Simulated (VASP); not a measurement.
# TiAl3 (I4/mmm) in VASP: relaxation of cell and atoms with PBE

Aim: the relaxation of cell and atoms of TiAl3 with PBE.

Program: VASP 6.6.1. These are calculated values, not measurements. Logs are shortened: lines on timing, memory, paths and dates and some standing lists are left out, and cuts for length are marked.

### Step 1. The cell of the first run

The structure is tetragonal, space group I4/mmm (No. 139). The conventional cell has a = 3.822 Å, b = 3.822 Å, c = 8.561 Å, α = 90.00°, β = 90.00°, γ = 90.00°. Within 3.6 Å of Ti (site symmetry 4/mmm) lie 12 Al at 2.70 to 2.87 Å. Al (site symmetry 4/mmm) has 4 Ti at 2.70 Å and 8 Al at 2.87 Å within 3.6 Å. Al (site symmetry -4m2) has 8 Al at 2.70 to 2.87 Å and 4 Ti at 2.87 Å within 3.6 Å.

### Step 2. Relaxation of cell and atoms, PBE

INCAR

```
SYSTEM = TiAl3
ALGO     = Normal         ! electronic algorithm
EDIFF    = 1E-6           ! SCF threshold, eV
EDIFFG   = -0.02          ! ionic threshold
ENCUT    = 600            ! plane-wave cutoff, eV
GGA      = PE             ! functional
IBRION   = 2              ! ionic algorithm
ISIF     = 3              ! what is computed and relaxed
ISMEAR   = 0              ! smearing method
LASPH    = .True.         ! aspherical terms in the spheres
LCHARG   = .False.        ! write CHGCAR
LREAL    = .False.        ! projectors in reciprocal space
LWAVE    = .False.        ! write WAVECAR
NELM     = 100            ! most SCF steps
NSW      = 70             ! ionic steps
PREC     = Accurate       ! precision mode
SIGMA    = 0.1            ! smearing width, eV
```

KPOINTS

```
k-points
0
Gamma
  18 18 18
  0 0 0
```

POSCAR

```
TiAl3
1.0
   -1.9111068200      1.9111068200      4.2806687400
    1.9111068200     -1.9111068200      4.2806687400
    1.9111068200      1.9111068200     -4.2806687400
Ti Al
1 3
Direct
    0.0000000000      0.0000000000      0.0000000000
    0.5000000000      0.5000000000      0.0000000000
    0.7500000000      0.2500000000      0.5000000000
    0.2500000000      0.7500000000      0.5000000000
```

Potentials or basis: VASP PAW PBE potentials, release 64 (Ti_sv, Al).

The run is started by

```bash
> cat potpaw_PBE.64/Ti_sv/POTCAR potpaw_PBE.64/Al/POTCAR > POTCAR
> mpirun -np 1 vasp_std > vasp.out
```

OUTCAR:

```text
SYSTEM = TiAl3
   EDIFF = 1E-6
   EDIFFG = -0.02
   ENCUT = 600
   GGA = PE
   IBRION = 2
   ISIF = 3
   ISMEAR = 0
   LASPH = .True.
   LREAL = .False.
   NELM = 100
   NSW = 70
   PREC = Accurate

 ion  position               nearest neighbor table
   1  0.000  0.000  0.000-   2 2.70   2 2.70   2 2.70   2 2.70   4 2.87   3 2.87   4 2.87   4 2.87
                             3 2.87   3 2.87   4 2.87   3 2.87
   2  0.500  0.500  0.000-   1 2.70   1 2.70   1 2.70   1 2.70   4 2.87   3 2.87   4 2.87   3 2.87
                             4 2.87   4 2.87   3 2.87   3 2.87
   3  0.750  0.250  0.500-   4 2.70   4 2.70   4 2.70   4 2.70   2 2.87   1 2.87   2 2.87   1 2.87
                             2 2.87   2 2.87   1 2.87   1 2.87
   4  0.250  0.750  0.500-   3 2.70   3 2.70   3 2.70   3 2.70   2 2.87   1 2.87   2 2.87   2 2.87
                             1 2.87   1 2.87   2 2.87   1 2.87

  LATTYP: Found a body centered tetragonal cell.
 ALAT       =     3.8222136400
 C/A-ratio  =     2.2398898351

  Lattice vectors:

 A1 = (  -1.9111068200,   1.9111068200,   4.2806687400)
 A2 = (   1.9111068200,  -1.9111068200,   4.2806687400)
 A3 = (   1.9111068200,   1.9111068200,  -4.2806687400)

Analysis of symmetry for initial positions (statically):
=====================================================================
 Subroutine PRICEL returns:
 Original cell was already a primitive cell.

 Routine SETGRP: Setting up the symmetry group for a
 body centered tetragonal supercell.

 Subroutine GETGRP returns: Found 16 space group operations
 (whereof 16 operations were pure point group operations)
 out of a pool of 16 trial point group operations.

The static configuration has the point symmetry D_4h.

Analysis of symmetry for dynamics (positions and initial velocities):
=====================================================================
 Subroutine PRICEL returns:
 Original cell was already a primitive cell.

 Routine SETGRP: Setting up the symmetry group for a
 body centered tetragonal supercell.

 Subroutine GETGRP returns: Found 16 space group operations
 (whereof 16 operations were pure point group operations)
 out of a pool of 16 trial point group operations.

The dynamic configuration has the point symmetry D_4h.

 Subroutine INISYM returns: Found 16 space group operations
 (whereof 16 operations are pure point group operations),
 and found     1 'primitive' translations

----------------------------------------------------------------------------------------

                                     Primitive cell

  volume of cell :      62.5376

  direct lattice vectors                    reciprocal lattice vectors
    -1.911106820  1.911106820  4.280668740     0.000000000  0.261628494  0.116804180
     1.911106820 -1.911106820  4.280668740     0.261628494  0.000000000  0.116804180
     1.911106820  1.911106820 -4.280668740     0.261628494  0.261628494  0.000000000

  length of vectors
     5.062487868  5.062487868  5.062487868     0.286518211  0.286518211  0.369998565

  position of ions in fractional coordinates (direct lattice)
     0.000000000  0.000000000  0.000000000
     0.500000000  0.500000000  0.000000000
     0.750000000  0.250000000  0.500000000
     0.250000000  0.750000000  0.500000000

  ion indices of the primitive-cell ions
   primitive index   ion index
                 1           1
                 2           2
                 3           3
                 4           4

----------------------------------------------------------------------------------------

 KPOINTS: k-points

Automatic generation of k-mesh.
 Grid dimensions read from file:
 generate k-points for:   18   18   18

 Generating k-lattice:

  Cartesian coordinates                     Fractional coordinates (reciprocal lattice)
     0.000000000  0.014534916  0.006489121     0.055555556  0.000000000  0.000000000
     0.014534916  0.000000000  0.006489121     0.000000000  0.055555556  0.000000000
     0.014534916  0.014534916  0.000000000     0.000000000  0.000000000  0.055555556

  Length of vectors
     0.015917678  0.015917678  0.020555476

  Shift w.r.t. Gamma in fractional coordinates (k-lattice)
     0.000000000  0.000000000  0.000000000

 Subroutine IBZKPT returns following result:
 ===========================================

 Found    480 irreducible k-points:

 Following reciprocal coordinates:
            Coordinates               Weight
  0.000000  0.000000  0.000000      1.000000
  0.055556  0.000000 -0.000000      8.000000
  0.111111  0.000000 -0.000000      8.000000
  0.166667  0.000000 -0.000000      8.000000
  0.222222  0.000000 -0.000000      8.000000
  0.277778  0.000000 -0.000000      8.000000
[... 16 lines left out ...]
 -0.277778  0.055556  0.000000     16.000000
 -0.222222  0.055556  0.000000     16.000000
 [... further k-points ...]
   k-points           NKPTS =    480   k-points in BZ     NKDIM =    480   number of bands    NBANDS=     14
   number of dos      NEDOS =    301   number of ions     NIONS =      4
   total plane-waves  NPLWV =  64000
   dimension x,y,z NGX =    40 NGY =   40 NGZ =   40
   dimension x,y,z NGXF=    80 NGYF=   80 NGZF=   80
   ions per type =               1   3
   NGX,Y,Z   is equivalent  to a cutoff of  13.14, 13.14, 13.14 a.u.
   NGXF,Y,Z  is equivalent  to a cutoff of  26.27, 26.27, 26.27 a.u.
 SYSTEM =  TiAl3
   PREC   = accura    normal or accurate (medium, high low for compatibility)
   ISTART =      0    job   : 0-new  1-cont  2-samecut
   ICHARG =      2    charge: 1-file 2-atom 10-const
   ISPIN  =      1    spin polarized calculation?
   LNONCOLLINEAR =      F non collinear calculations
   LSORBIT =      F    spin-orbit coupling
   LASPH  =      T    aspherical Exc in radial PAW
   ENCUT  =  600.0 eV  44.10 Ry    6.64 a.u.  10.11 10.11 10.11*2*pi/ulx,y,z
   NELM   =    100;   NELMIN=  2; NELMDL= -5     # of ELM steps
   EDIFF  = 0.1E-05   stopping-criterion for ELM
   LREAL  =      F    real-space projection
   EDIFFG = -.2E-01   stopping-criterion for IOM
   NSW    =     70    number of steps for IOM
   IBRION =      2    ionic relax: 0-MD 1-quasi-New 2-CG
   NFREE  =      1    steps in history (QN), initial steepest desc. (CG)
   ISIF   =      3    stress and relaxation
   ISYM   =      2    0-nonsym 1-usesym 2-fastsym
   POTIM  = 0.5000    time-step for ionic-motion
   TEBEG  =    0.0;   TEEND  =   0.0 temperature during run
   PSTRESS=    0.0 pullay stress
   NELECT =      21.0000    total number of electrons
   NUPDOWN=      -1.0000    fix difference up-down
   EMIN   =  10.00;   EMAX   =-10.00  energy-range for DOS
   EFERMI =   0.00;   METHOD = LEGACY
   ISMEAR =     0;   SIGMA  =   0.10  broadening in eV -4-tet -1-fermi 0-gaus
   EFERMI_NEDOS =   21; number of points for ismear=-14 and -15
   IALGO  =     38    algorithm
   IMIX   =      4    mixing-type and parameters
     AMIX     =   0.40;   BMIX     =  1.00
     AMIX_MAG =   1.60;   BMIX_MAG =  1.00
  volume/ion in A,a.u.               =      15.63       105.51
  Fermi-wavevector in a.u.,A,eV,Ry     =   1.137891  2.150303 17.616775  1.294796
  Thomas-Fermi vector in A             =   2.274596
   LORBIT       =      0    0 simple, 1 ext, 2 COOP (PROOUT), +10 PAW based schemes
   GGA     = PE    functional components
   LHFCALC =     F    Hartree Fock is set to
   AEXX    =    0.0000 exact exchange contribution
   IVDW    =     0    specifies the selected vdW correction
   LEPSILON=     F    determine dielectric tensor
   LRPA    =     F    only Hartree local field effects (RPA)
 conjugate gradient relaxation of ions
 non-spin polarized calculation
 Gauss-broadening in eV      SIGMA  =   0.10
  energy-cutoff  :      600.00
  volume of cell :       62.54
 maximum number of plane-waves:      2122
   NGX = 21   NGY = 21   NGZ = 21

--------------------------------------- Ionic step        1  -------------------------------------------

 number of electron      20.9999999 magnetization

 Free energy of the ion-electron system (eV)
  ---------------------------------------------------
  ext. energy  EPLUGINS =         0.00000000
  ---------------------------------------------------
  free energy    TOTEN  =       -20.65819723 eV

  energy without entropy =      -20.64977551  energy(sigma->0) =      -20.65398637

------------------------ aborting loop because EDIFF is reached ----------------------------------------

  FORCE on cell =-STRESS in cart. coord.  units (eV):
  Direction    XX          YY          ZZ          XY          YZ          ZX
  --------------------------------------------------------------------------------------
  -------------------------------------------------------------------------------------
  Total        0.7969433      0.7969433      0.8230450      0.0000000     -0.0000000      0.0000000
  in kB       20.4172133     20.4172133     21.0859243      0.0000000     -0.0000000      0.0000000
  external PRESSURE =      20.6401170 kB  Pullay stress =       0.0000000 kB
[... 61 lines left out ...]
  energy  without entropy=      -20.6549887442  energy(sigma->0) =      -20.65929632

--------------------------------------- Ionic step        3  -------------------------------------------

 number of electron      21.0000000 magnetization

 Free energy of the ion-electron system (eV)
  ---------------------------------------------------
  ext. energy  EPLUGINS =         0.00000000
  ---------------------------------------------------
  free energy    TOTEN  =       -20.66576215 eV

  energy without entropy =      -20.65721506  energy(sigma->0) =      -20.66148861

 E-fermi :   8.1748     XC(G=0): -10.7190

 val. band max:        8.1736760019   @ k =  -0.3333  -0.3333   0.2778
 cond. band min:       8.1763060069   @ k =   0.1111   0.1111  -0.0000
 fundamental gap:      0.0026300050
 Fermi energy:         8.1747890935

 k-point     1 :       0.0000    0.0000    0.0000
  band No.  band energies     occupation
      1     -48.3271      2.00000
      2     -24.6400      2.00000
      3     -24.6400      2.00000
      4     -24.5619      2.00000
      5      -1.8555      2.00000
      6       5.3242      2.00000
      7       5.5640      2.00000
      8       6.8013      2.00000
      9       6.9608      2.00000
     10       6.9608      2.00000
     11       8.9933      0.00000
     12       9.8848      0.00000
     13       9.8848      0.00000
     14      10.4094      0.00000
[... 375 lines left out ...]
 k-point    24 :      -0.2222    0.0556    0.0000
  band No.  band energies     occupation
      1     -48.3266      2.00000
      2     -24.6506      2.00000
      3     -24.6400      2.00000
      4     -24.5612      2.00000
      5      -1.2636      2.00000
      6       4.3725      2.00000
      7       5.3834      2.00000
      8       6.0813      2.00000
      9       6.8860      2.00000
     10       7.1598      2.00000
     11       7.9327      1.99938
     12       9.3686      0.00000
     13      10.0826      0.00000
     14      10.9732      0.00000

 [... further k-points ...]

------------------------ aborting loop because EDIFF is reached ----------------------------------------

  FORCE on cell =-STRESS in cart. coord.  units (eV):
  Direction    XX          YY          ZZ          XY          YZ          ZX
  --------------------------------------------------------------------------------------
  -------------------------------------------------------------------------------------
  Total       -0.0226215     -0.0226215      0.0284296      0.0000000      0.0000000      0.0000000
  in kB       -0.5687206     -0.5687206      0.7147418      0.0000000      0.0000000      0.0000000
  external PRESSURE =      -0.1408998 kB  Pullay stress =       0.0000000 kB
[... 19 lines left out ...]
  FREE ENERGIE OF THE ION-ELECTRON SYSTEM (eV)
  ---------------------------------------------------
  free  energy   TOTEN  =       -20.6657621543 eV

  energy  without entropy=      -20.6572150559  energy(sigma->0) =      -20.66148861

 reached required accuracy - stopping structural energy minimisation
```

Wall time 13 min (1 thread of Intel Xeon 6975P-C (Granite Rapids), shared host); peak memory 0.69 GiB.

What came out:

```yaml
Free_energy: -20.6658 eV
Relaxed_volume: 15.93 Å³/atom
Relaxed_cell: a = 5.095 Å, b = 5.095 Å, c = 5.095 Å, α = 135.65°, β = 135.65°, γ = 64.52°
Space_group_after_relaxing_to_0.1_Å: I4/mmm (No. 139)
Energy_gained_by_relaxing: 1.9 meV/atom
Ionic_steps: 3
Pressure_after_relaxing: 0.0 GPa
Band_gap_on_the_k_mesh: zero (an odd number of electrons rules out a gap without spin polarisation)
```

Step by step:
```
step  energy change (eV)  largest force (eV/Å)  pressure (GPa)  volume (Å³)
   1              0.0000                0.0000            2.06        62.54
   2             -0.0054                0.0000           -1.05        64.38
   3             -0.0076                0.0000           -0.01        63.73
```

Final structure:
```
Ti Al
1.0
    -1.92303    1.92303    4.30825
     1.92303   -1.92303    4.30825
     1.92303    1.92303   -4.30825
Ti Al
1 3
Direct
  0.00000 0.00000 0.00000
  0.50000 0.50000 0.00000
  0.75000 0.25000 0.50000
  0.25000 0.75000 0.50000
```
